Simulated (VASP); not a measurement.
Wanted: the native input for a VASP 6.6.1 run.

```yaml
Task: single point
Functional: PBE
Potentials_or_basis: VASP PAW PBE potentials, release 64 (Nb_sv, In_d, S)
Cutoff: 520 eV
k_mesh: 3 × 3 × 4
Occupations: gaussian, width 0.1 eV
Spin: collinear spin
Starting_moments: "[2.72, 0.01, 0.01, 0.14, 0.14, 0.14] μB"
Dipole_correction: no
Further_INCAR_settings: ALGO = Normal; EDIFF = 1e-06; NBANDS = 42
```

The structure of NbIn2S3 lies in POSCAR:

```
NbIn2S3
1.0
    6.0273828200      0.0000000000      0.0000000000
   -3.0136914100      5.2198666400      0.0000000000
    0.0000000000      0.0000000000      4.4517141100
Nb In S
1 2 3
Direct
    0.0000000000      0.0000000000      0.1926302600
    0.6666666700      0.3333333300      0.4961477200
    0.3333333300      0.6666666700      0.4961477200
    0.0000000000      0.5000000000      0.9950230700
    0.5000000000      0.0000000000      0.9950230700
    0.5000000000      0.5000000000      0.9950230700
```

The cell was generated, and may not be a known phase.

One way to write it, as run:

INCAR

```
PREC     = Accurate       # precision mode
ENCUT    = 520            # plane-wave cutoff, eV
EDIFF    = 1E-6           # SCF threshold, eV
ISMEAR   = 0              # smearing method
SIGMA    = 0.1            # smearing width, eV
LREAL    = False          # projectors in reciprocal space
LASPH    = True           # aspherical terms in the spheres
NELM     = 150            # most SCF steps
ALGO     = Normal         # electronic algorithm
ISIF     = 2              # what is computed and relaxed
LWAVE    = False          # write WAVECAR
LCHARG   = True           # write CHGCAR
ISPIN    = 2              # spin polarisation
MAGMOM   = 2.72 0.01 0.01 0.14 0.14 0.14 # initial moments
LORBIT   = 11             # projections on sites
LMAXMIX  = 4              # l up to which the mixer works
GGA      = PE             # functional
LELF     = True           # ELF
LVHAR    = True         
NBANDS   = 42             # bands
```

KPOINTS

```
Automatic mesh
0
Gamma
  3 3 4
```

Potentials or basis: VASP PAW PBE potentials, release 64 (Nb_sv, In_d, S).

Launch:

```bash
$ cat potpaw_PBE.64/Nb_sv/POTCAR potpaw_PBE.64/In_d/POTCAR potpaw_PBE.64/S/POTCAR > POTCAR
$ mpirun -np 1 vasp_std > vasp.out
```

Results of the run:

* Pressure: -0.4 GPa
* Largest force: 1.379 eV/Å
* Net moment: 3.93 μB per cell
* Site moments: Nb +2.27; In +0.01; S +0.10 μB
* Valence electrons inside the program's atomic spheres: Nb 10.50; In 11.30; S 3.61

Caveat: the k points lie up to 0.40 Å⁻¹ apart; forces of over 1 eV/Å act on the atoms, so gaps and moduli don't describe the material at rest.

Run time: 3.5 min on 1 thread of AMD EPYC 7R32 (Zen 2), on a shared host, peak memory 0.35 GiB.
